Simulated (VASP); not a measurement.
Crystal: Al.

```xyz
1
Lattice="-1.6122 1.6122 1.6122 1.6122 -1.6122 1.6122 1.6122 1.6122 -1.6122" Properties=species:S:1:pos:R:3 pbc="T T T"
Al    0.0000    0.0000    0.0000
```

Base run:

| Property | Result |
| --- | --- |
| Program | VASP 6.6.1 |
| Functional | PBE0 |
| Potentials or basis | VASP PAW PBE potentials, release 64 (Al) |
| Cutoff | 520 eV |
| k mesh | 8 × 8 × 8 |
| Occupations | fermi-dirac, width 0.05 eV |
| Spin | no spin polarisation |

Its results: pressure 0.4 GPa.

The run is repeated on the same cell with these changes: k mesh from 8 × 8 × 8 to 6 × 6 × 6. What comes out?

Pressure -0.1 GPa.

Caveats: some runs use coarse meshes; the PAW data sets were made with another functional, which shifts forces and pressure a little.
